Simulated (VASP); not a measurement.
# Bi (Fd-3m) in VASP: notebook

The runs below take Bi through single point, with PBE.

Everything below comes from runs of VASP 6.6.1. Logs are shortened: lines on timing, memory, paths and dates and some standing lists are left out, and cuts for length are marked.

## 1. The cell of the first run

It takes space group Fd-3m (No. 227, cubic). Conventional cell: a = 7.294 Å, b = 7.294 Å, c = 7.294 Å, α = 90.00°, β = 90.00°, γ = 90.00°. Bi (site symmetry -43m) has 4 Bi at 3.16 Å within 4.2 Å.

This isn't the form of Bi at room conditions, which is rhombohedral.

## 2. Single point, PBE

Input file INCAR:

```
ALGO = Normal ; EDIFF = 1E-6
ENCUT = 500 ; GGA = PE
GGA_COMPAT = F ; ISIF = 2
ISMEAR = -1 ; LASPH = T
LCHARG = F ; LREAL = F
LWAVE = F ; NBANDS = 22
NELM = 120 ; PREC = Accurate
SIGMA = 0.1
```

Input file KPOINTS:

```
k-points
0
Gamma
  4 4 4
```

Input file POSCAR:

```
Bi
1.0
    0.0000000000      3.6469976225      3.6469976225
    3.6469976225      0.0000000000      3.6469976225
    3.6469976225      3.6469976225      0.0000000000
Bi
2
Direct
    0.1250000000      0.1250000000      0.1250000000
    0.8750000000      0.8750000000      0.8750000000
```

Potentials or basis: VASP PAW PBE potentials, release 64 (Bi_d).

Run with:

```bash
$ cat potpaw_PBE.64/Bi_d/POTCAR > POTCAR
$ mpirun -np 1 vasp_std > vasp.out
```

OUTCAR:

```text
EDIFF = 1E-6
   ENCUT = 500
   GGA = PE
   ISIF = 2
   ISMEAR = -1
   LASPH = T
   LREAL = F
   NELM = 120
   PREC = Accurate

 ion  position               nearest neighbor table
   1  0.125  0.125  0.125-   2 3.16   2 3.16   2 3.16   2 3.16
   2  0.875  0.875  0.875-   1 3.16   1 3.16   1 3.16   1 3.16

  LATTYP: Found a face centered cubic cell.
 ALAT       =     7.2939952450

  Lattice vectors:

 A1 = (   0.0000000000,   3.6469976225,   3.6469976225)
 A2 = (   3.6469976225,   0.0000000000,   3.6469976225)
 A3 = (   3.6469976225,   3.6469976225,   0.0000000000)

Analysis of symmetry for initial positions (statically):
=====================================================================
 Subroutine PRICEL returns:
 Original cell was already a primitive cell.

 Routine SETGRP: Setting up the symmetry group for a
 face centered cubic supercell.

 Subroutine GETGRP returns: Found 48 space group operations
 (whereof 12 operations were pure point group operations)
 out of a pool of 48 trial point group operations.

The static configuration has the point symmetry D_3d.
 The point group associated with its full space group is O_h .

Analysis of symmetry for dynamics (positions and initial velocities):
=====================================================================
 Subroutine PRICEL returns:
 Original cell was already a primitive cell.

 Routine SETGRP: Setting up the symmetry group for a
 face centered cubic supercell.

 Subroutine GETGRP returns: Found 48 space group operations
 (whereof 12 operations were pure point group operations)
 out of a pool of 48 trial point group operations.

The dynamic configuration has the point symmetry D_3d.
 The point group associated with its full space group is O_h .

 Subroutine INISYM returns: Found 48 space group operations
 (whereof 12 operations are pure point group operations),
 and found     1 'primitive' translations

----------------------------------------------------------------------------------------

                                     Primitive cell

  volume of cell :      97.0145

  direct lattice vectors                    reciprocal lattice vectors
     0.000000000  3.646997622  3.646997622    -0.137099075  0.137099075  0.137099075
     3.646997622  0.000000000  3.646997622     0.137099075 -0.137099075  0.137099075
     3.646997622  3.646997622  0.000000000     0.137099075  0.137099075 -0.137099075

  length of vectors
     5.157633500  5.157633500  5.157633500     0.237462563  0.237462563  0.237462563

  position of ions in fractional coordinates (direct lattice)
     0.125000000  0.125000000  0.125000000
     0.875000000  0.875000000  0.875000000

  ion indices of the primitive-cell ions
   primitive index   ion index
                 1           1
                 2           2

----------------------------------------------------------------------------------------

 KPOINTS: k-points

Automatic generation of k-mesh.
 Grid dimensions read from file:
 generate k-points for:    4    4    4

 Generating k-lattice:

  Cartesian coordinates                     Fractional coordinates (reciprocal lattice)
    -0.034274769  0.034274769  0.034274769     0.250000000  0.000000000  0.000000000
     0.034274769 -0.034274769  0.034274769     0.000000000  0.250000000  0.000000000
     0.034274769  0.034274769 -0.034274769     0.000000000  0.000000000  0.250000000

  Length of vectors
     0.059365641  0.059365641  0.059365641

  Shift w.r.t. Gamma in fractional coordinates (k-lattice)
     0.000000000  0.000000000  0.000000000

 Subroutine IBZKPT returns following result:
 ===========================================

 Found      8 irreducible k-points:

 Following reciprocal coordinates:
            Coordinates               Weight
  0.000000  0.000000  0.000000      1.000000
  0.250000  0.000000  0.000000      8.000000
  0.500000  0.000000  0.000000      4.000000
  0.250000  0.250000  0.000000      6.000000
  0.500000  0.250000  0.000000     24.000000
 -0.250000  0.250000  0.000000     12.000000
  0.500000  0.500000  0.000000      3.000000
 -0.250000  0.500000  0.250000      6.000000
   k-points           NKPTS =      8   k-points in BZ     NKDIM =      8   number of bands    NBANDS=     22
   number of dos      NEDOS =    301   number of ions     NIONS =      2
   total plane-waves  NPLWV =  64000
   dimension x,y,z NGX =    40 NGY =   40 NGZ =   40
   dimension x,y,z NGXF=    80 NGYF=   80 NGZF=   80
   ions per type =               2
   NGX,Y,Z   is equivalent  to a cutoff of  12.89, 12.89, 12.89 a.u.
   NGXF,Y,Z  is equivalent  to a cutoff of  25.79, 25.79, 25.79 a.u.
 SYSTEM =  unknown system
   PREC   = accura    normal or accurate (medium, high low for compatibility)
   ISTART =      0    job   : 0-new  1-cont  2-samecut
   ICHARG =      2    charge: 1-file 2-atom 10-const
   ISPIN  =      1    spin polarized calculation?
   LNONCOLLINEAR =      F non collinear calculations
   LSORBIT =      F    spin-orbit coupling
   LASPH  =      T    aspherical Exc in radial PAW
   ENCUT  =  500.0 eV  36.75 Ry    6.06 a.u.   9.40  9.40  9.40*2*pi/ulx,y,z
   NELM   =    120;   NELMIN=  2; NELMDL= -5     # of ELM steps
   EDIFF  = 0.1E-05   stopping-criterion for ELM
   LREAL  =      F    real-space projection
   EDIFFG = 0.1E-04   stopping-criterion for IOM
   NSW    =      0    number of steps for IOM
   IBRION =     -1    ionic relax: 0-MD 1-quasi-New 2-CG
   NFREE  =      0    steps in history (QN), initial steepest desc. (CG)
   ISIF   =      2    stress and relaxation
   ISYM   =      2    0-nonsym 1-usesym 2-fastsym
   POTIM  = 0.5000    time-step for ionic-motion
   TEBEG  =    0.0;   TEEND  =   0.0 temperature during run
   PSTRESS=    0.0 pullay stress
   NELECT =      30.0000    total number of electrons
   NUPDOWN=      -1.0000    fix difference up-down
   EMIN   =  10.00;   EMAX   =-10.00  energy-range for DOS
   EFERMI =   0.00;   METHOD = LEGACY
   ISMEAR =    -1;   SIGMA  =   0.10  broadening in eV -4-tet -1-fermi 0-gaus
   EFERMI_NEDOS =   21; number of points for ismear=-14 and -15
   IALGO  =     38    algorithm
   IMIX   =      4    mixing-type and parameters
     AMIX     =   0.40;   BMIX     =  1.00
     AMIX_MAG =   1.60;   BMIX_MAG =  1.00
  volume/ion in A,a.u.               =      48.51       327.34
  Fermi-wavevector in a.u.,A,eV,Ry     =   1.107056  2.092033 16.674947  1.225574
  Thomas-Fermi vector in A             =   2.243566
   LORBIT       =      0    0 simple, 1 ext, 2 COOP (PROOUT), +10 PAW based schemes
   GGA     = PE    functional components
   LHFCALC =     F    Hartree Fock is set to
   AEXX    =    0.0000 exact exchange contribution
   IVDW    =     0    specifies the selected vdW correction
   LEPSILON=     F    determine dielectric tensor
   LRPA    =     F    only Hartree local field effects (RPA)
 non-spin polarized calculation
  energy-cutoff  :      500.00
  volume of cell :       97.01
 maximum number of plane-waves:      2488
 NGX is ok and might be reduce to    40
   NGX = 19   NGY = 19   NGZ = 19

 number of electron      29.9999990 magnetization

 Free energy of the ion-electron system (eV)
  ---------------------------------------------------
  ext. energy  EPLUGINS =         0.00000000
  ---------------------------------------------------
  free energy    TOTEN  =        -7.48719021 eV

  energy without entropy =       -7.46850645  energy(sigma->0) =       -7.47784833

 E-fermi :   3.4412     XC(G=0):  -7.8822

 val. band max:        3.4218960107   @ k =   0.2500   0.2500   0.0000
 cond. band min:       4.0569681190   @ k =  -0.2500   0.5000   0.2500
 fundamental gap:      0.6350721084
 Fermi energy:         3.4411546048

 k-point     1 :       0.0000    0.0000    0.0000
  band No.  band energies     occupation
      1     -19.3199      2.00000
      2     -19.3199      2.00000
      3     -19.3199      2.00000
      4     -19.2809      2.00000
      5     -19.2809      2.00000
      6     -19.1254      2.00000
[... 14 lines left out ...]
     21      10.4137      0.00000
     22      10.8689      0.00000

 k-point     2 :       0.2500    0.0000    0.0000
  band No.  band energies     occupation
      1     -19.3326      2.00000
      2     -19.3326      2.00000
      3     -19.3114      2.00000
      4     -19.2618      2.00000
      5     -19.2618      2.00000
      6     -19.1478      2.00000
[... 14 lines left out ...]
     21       9.6022      0.00000
     22      10.3280      0.00000

 k-point     3 :       0.5000    0.0000    0.0000
  band No.  band energies     occupation
      1     -19.3394      2.00000
      2     -19.3394      2.00000
      3     -19.3020      2.00000
      4     -19.2494      2.00000
      5     -19.2494      2.00000
      6     -19.1591      2.00000
[... 14 lines left out ...]
     21      10.5009      0.00000
     22      10.5009      0.00000

 k-point     4 :       0.2500    0.2500    0.0000
  band No.  band energies     occupation
      1     -19.3352      2.00000
      2     -19.3352      2.00000
      3     -19.3149      2.00000
      4     -19.2579      2.00000
      5     -19.2356      2.00000
      6     -19.1843      2.00000
[... 14 lines left out ...]
     21      10.9663      0.00000
     22      12.0967      0.00000

 k-point     5 :       0.5000    0.2500    0.0000
  band No.  band energies     occupation
      1     -19.3538      2.00000
      2     -19.3446      2.00000
      3     -19.2817      2.00000
      4     -19.2329      2.00000
      5     -19.2182      2.00000
      6     -19.2018      2.00000
[... 14 lines left out ...]
     21      10.8587      0.00000
     22      11.2826      0.00000

 k-point     6 :      -0.2500    0.2500    0.0000
  band No.  band energies     occupation
      1     -19.3508      2.00000
      2     -19.3436      2.00000
      3     -19.2822      2.00000
      4     -19.2485      2.00000
      5     -19.2328      2.00000
      6     -19.1771      2.00000
[... 14 lines left out ...]
     21      10.2934      0.00000
     22      11.2613      0.00000

 k-point     7 :       0.5000    0.5000    0.0000
  band No.  band energies     occupation
      1     -19.3486      2.00000
      2     -19.3486      2.00000
      3     -19.2651      2.00000
      4     -19.2651      2.00000
      5     -19.2026      2.00000
      6     -19.2026      2.00000
[... 14 lines left out ...]
     21      12.0512      0.00000
     22      12.0512      0.00000

 k-point     8 :      -0.2500    0.5000    0.2500
  band No.  band energies     occupation
      1     -19.3558      2.00000
      2     -19.3558      2.00000
      3     -19.2385      2.00000
      4     -19.2385      2.00000
      5     -19.2052      2.00000
      6     -19.2052      2.00000
[... 14 lines left out ...]
     21      11.5561      0.00000
     22      11.5561      0.00000

------------------------ aborting loop because EDIFF is reached ----------------------------------------

  FORCE on cell =-STRESS in cart. coord.  units (eV):
  Direction    XX          YY          ZZ          XY          YZ          ZX
  --------------------------------------------------------------------------------------
  -------------------------------------------------------------------------------------
  Total       -0.3725703     -0.3725703     -0.3725703      0.0000000     -0.0000000      0.0000000
  in kB       -6.1529362     -6.1529362     -6.1529362      0.0000000     -0.0000000      0.0000000
  external PRESSURE =      -6.1529362 kB  Pullay stress =       0.0000000 kB

 VOLUME and BASIS-vectors are now :
 -----------------------------------------------------------------------------
  energy-cutoff  :      500.00
  volume of cell :       97.01
      direct lattice vectors                 reciprocal lattice vectors
     0.000000000  3.646997622  3.646997622    -0.137099075  0.137099075  0.137099075
     3.646997622  0.000000000  3.646997622     0.137099075 -0.137099075  0.137099075
     3.646997622  3.646997622  0.000000000     0.137099075  0.137099075 -0.137099075

 POSITION                                       TOTAL-FORCE (eV/Angst)
 -----------------------------------------------------------------------------------
      0.91175      0.91175      0.91175         0.000000      0.000000      0.000000
      6.38225      6.38225      6.38225        -0.000000     -0.000000     -0.000000
 -----------------------------------------------------------------------------------
    total drift:                                0.000000      0.000000     -0.000000

  FREE ENERGIE OF THE ION-ELECTRON SYSTEM (eV)
  ---------------------------------------------------
  free  energy   TOTEN  =        -7.4871902092 eV

  energy  without entropy=       -7.4685064538  energy(sigma->0) =       -7.47784833
```

It took 21 s on 1 thread of Intel Xeon Platinum 8488C (Sapphire Rapids), shared host; peak memory 0.23 GiB.

What came out:

| Property | Result |
| --- | --- |
| Free energy | -7.4872 eV |
| Pressure | -0.6 GPa |
| Band gap on the k mesh | zero (bands 15 and 16 overlap by 0.96 eV) |

Levels at points of the mesh, in eV from the Fermi level:
```csv
k point,band 11,band 12,band 13,band 14,band 15,band 16,band 17,band 18,band 19,band 20
"(0.00, 0.00, 0.00)",-12.34,-7.85,-1.24,-1.24,-1.24,0.93,0.93,0.93,3.35,6.97
"(0.50, 0.00, 0.00)",-11.47,-9.47,-2.29,-2.00,-2.00,1.95,1.95,3.75,5.16,6.31
"(0.50, 0.50, 0.00)",-10.54,-10.54,-2.81,-2.81,-0.34,-0.34,4.26,4.26,6.00,6.00
```

Caveat: the k points lie up to 0.37 Å⁻¹ apart, too coarse for converged energies and pressures of a metal; spin-orbit coupling is left out, which moves the levels of the heavy elements.

## 3. Single point, PBE (54.33 Å³/atom)

This run uses another cell than the first one, of 54.33 Å³/atom.

Input file INCAR:

```
  PREC = Accurate
  ENCUT = 520
  EDIFF = 1E-6
  ISMEAR = -1
  SIGMA = 0.1
  LREAL = False
  LASPH = True
  NELM = 100
  ALGO = Normal
  ISIF = 2
  LWAVE = False
  LCHARG = False
  GGA = PE
  NBANDS = 22
```

Input file KPOINTS:

```
Automatic mesh
0
Gamma
  12 12 12
```

Input file POSCAR:

```
Bi
1.0
    0.0000000000      3.7874071682      3.7874071682
    3.7874071682      0.0000000000      3.7874071682
    3.7874071682      3.7874071682      0.0000000000
Bi
2
Direct
    0.1250000000      0.1250000000      0.1250000000
    0.8750000000      0.8750000000      0.8750000000
```

Potentials or basis: VASP PAW PBE potentials, release 64 (Bi_d).

Run with:

```bash
$ cat potpaw_PBE.64/Bi_d/POTCAR > POTCAR
$ mpirun -np 1 vasp_std > vasp.out
```

Wall time 80 s (1 thread of Intel Xeon Platinum 8488C (Sapphire Rapids), shared host); peak memory 0.31 GiB.

It converged, with:

| Quantity | Value |
| --- | --- |
| Free energy | -7.2992 eV |
| Pressure | -2.6 GPa |
| Band gap on the k mesh | zero (bands 15 and 16 overlap by 0.73 eV) |

Levels at points of the mesh, in eV from the Fermi level:
```
           k point  band 11  band 12  band 13  band 14  band 15  band 16  band 17  band 18  band 19  band 20
(0.00, 0.00, 0.00)   -11.84    -8.22    -1.13    -1.13    -1.13     0.90     0.90     0.90     3.37     6.77
(0.50, 0.00, 0.00)   -11.11    -9.45    -2.08    -1.78    -1.78     1.83     1.83     3.14     5.20     6.12
(0.50, 0.50, 0.00)   -10.34   -10.34    -2.48    -2.48    -0.28    -0.28     3.73     3.73     5.70     5.70
```

Caveat: spin-orbit coupling is left out, which moves the levels of the heavy elements.

## 4. Single point, PBE, non-collinear spin, zero start, spin-orbit coupling

Input file INCAR:

```
PREC     = Accurate       # precision mode
ENCUT    = 520            # plane-wave cutoff, eV
EDIFF    = 1E-6           # SCF threshold, eV
ISMEAR   = -1             # smearing method
SIGMA    = 0.1            # smearing width, eV
LREAL    = False          # projectors in reciprocal space
LASPH    = True           # aspherical terms in the spheres
NELM     = 150            # most SCF steps
ALGO     = Normal         # electronic algorithm
ISIF     = 2              # what is computed and relaxed
LWAVE    = False          # write WAVECAR
LCHARG   = False          # write CHGCAR
MAGMOM   = 0 0 0 0 0 0    # initial moments
LORBIT   = 11             # projections on sites
LSORBIT  = True           # spin-orbit coupling
GGA_COMPAT= False        
LORBMOM  = True         
GGA      = PE             # functional
NBANDS   = 42             # bands
```

Input file KPOINTS:

```
regular mesh
0
Gamma
  8 8 8
```

Input file POSCAR:

```
Bi
1.0
    0.0000000000      3.6470018973      3.6470018973
    3.6470018973      0.0000000000      3.6470018973
    3.6470018973      3.6470018973      0.0000000000
Bi
2
Direct
    0.1250000000      0.1250000000      0.1250000000
    0.8750000000      0.8750000000      0.8750000000
```

Run with:

```bash
$ cat potpaw_PBE.64/Bi_d/POTCAR > POTCAR
$ mpirun -np 1 vasp_ncl > vasp.out
```

Run time: 3 min. Hardware: 1 thread of Intel Xeon Platinum 8488C (Sapphire Rapids), shared host; peak memory 0.56 GiB.

The run converged. Its results:

```yaml
Free_energy: -9.1565 eV
Pressure: 0.7 GPa
Net_moment: 0.00 μB per cell
Valence_electrons_inside_the_program's_atomic_spheres: Bi 12.79
```

Moments on the atoms (μB; x, y, z):
```
Bi  0.00 0.00 0.00
Bi  0.00 0.00 0.00
```

## 5. The runs side by side

| spin | cell | k mesh | cutoff (eV) | gap on the mesh (eV) | pressure (GPa) |
| --- | --- | --- | --- | --- | --- |
| off | a = 5.158 Å, angles 60.0°, 2 atoms | 4 × 4 × 4 | 500 | none | -0.6 |
| off | a = 5.356 Å, angles 60.0°, 2 atoms | 12 × 12 × 12 | 520 | none | -2.6 |
| non-collinear, zero start, SOC | a = 5.158 Å, angles 60.0°, 2 atoms | 8 × 8 × 8 | 520 | - | 0.7 |

Alike in all rows: task single point; level PBE; potentials or basis VASP PAW PBE potentials, release 64 (Bi_d); smearing fermi-dirac 0.1 eV.

Caveats: some runs use coarse meshes; spin-orbit coupling is left out, which moves the levels of the heavy elements (at least some runs).

Total energies depend on the potentials used, so only differences within one code and one set of settings carry meaning.
